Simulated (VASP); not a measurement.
**HgTe: single point with r2SCAN**

HgTe:

```
Hg Te
1.0
    -0.04108    3.28097    3.28097
     3.28097   -0.04108    3.28097
     3.28097    3.28097   -0.04108
Hg Te
1 1
Cartesian
  -0.0081 -0.0081 -0.0081
  1.6384 1.6384 1.6384
```

This cell differs from its parent crystal: epitaxial 111 strain +1.0%.

```yaml
Program: VASP 6.6.1
Task: single point
Functional: r2SCAN
Potentials_or_basis: VASP PAW PBE potentials, release 64 (Hg, Te)
Cutoff: 520 eV
k_mesh: 6 × 6 × 6
Occupations: fermi-dirac, width 0.02 eV
Spin: no spin polarisation
Dipole_correction: no
Further_INCAR_settings: ALGO = Normal; EDIFF = 1e-06; NBANDS = 16
```

```json
{
  "Pressure": "-0.4 GPa",
  "Largest force": "0.004 eV/Å",
  "Band gap on the k mesh": "0.08 eV"
}
```

Forces on the atoms (eV/Å):
```
Hg  -0.003 -0.003 -0.003
Te   0.003  0.003  0.003
```

Stress tensor (GPa, compression positive):
```
-0.42  0.24  0.24
 0.24 -0.42  0.24
 0.24  0.24 -0.42
```

Levels at points of the mesh, in eV from the valence-band top:
```tsv
k point	band 6	band 7	band 8	band 9	band 10	band 11	band 12	band 13
(0.00, 0.00, 0.00)	-6.76	-0.56	0.00	0.00	0.08	4.66	4.66	4.82
(0.50, 0.00, 0.00)	-6.49	-5.21	-0.89	-0.82	1.01	5.49	5.49	7.16
(0.50, 0.50, 0.00)	-6.35	-5.20	-2.11	-2.01	2.11	2.93	8.45	9.21
(0.50, 0.50, 0.50)	-6.46	-5.15	-0.92	-0.92	0.82	5.39	5.39	7.14
```

Run time: 76 s on 1 thread of AMD EPYC 9R45 (Zen 5), with other jobs on the host, peak memory 0.2 GiB.

Caveat: the cell differs from its parent crystal (epitaxial 111 strain +1.0%); the PAW data sets were made with another functional, which shifts forces and pressure a little; spin-orbit coupling is left out, which moves the levels of the heavy elements.
